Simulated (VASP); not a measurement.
The system is Ta.

```
Ta
1.0
     0.00000    2.76427    2.76427
     2.76427    0.00000    2.76427
     2.76427    2.76427    0.00000
Ta
2
Cartesian
  2.7643 2.7643 2.7643
  4.1464 4.1464 4.1464
```

```yaml
Program: VASP 6.6.1
Task: relaxation of cell and atoms
Functional: r2SCAN
Potentials_or_basis: VASP PAW PBE potentials, release 64 (Ta_pv)
Cutoff: 600 eV
k_mesh: 6 × 6 × 6
Occupations: gaussian, width 0.1 eV
Spin: no spin polarisation
```

At the start: pressure 31.6 GPa; volume 21.12 Å³/atom.

Q: Where does the relaxation end?

A: Over 4 steps the energy falls by 531.6 meV/atom and the volume is 27.79 Å³/atom (+31.6 %); space group Fd-3m (No. 227, to 0.05 Å).

The path:
| step | energy change (eV) | largest force (eV/Å) | pressure (GPa) | volume (Å³) |
| --- | --- | --- | --- | --- |
| 1 | 0.0000 | 0.0000 | 31.57 | 42.24 |
| 2 | -0.2480 | 0.0000 | -12.00 | 73.14 |
| 3 | -1.0624 | 0.0000 | -0.82 | 56.08 |
| 4 | -1.0632 | 0.0000 | 0.09 | 55.57 |

Final structure:
```yaml
crystal:
  lattice:
    - [0.00000, 3.02885, 3.02885]
    - [3.02885, 0.00000, 3.02885]
    - [3.02885, 3.02885, 0.00000]
  atoms:
    - { symbol: Ta, position: [0.50000, 0.50000, 0.50000] }
    - { symbol: Ta, position: [0.75000, 0.75000, 0.75000] }
```

Caveat: the volume moved by over 15 % at a fixed basis, so the end points are rough; the PAW data sets were made with another functional, which shifts forces and pressure a little.
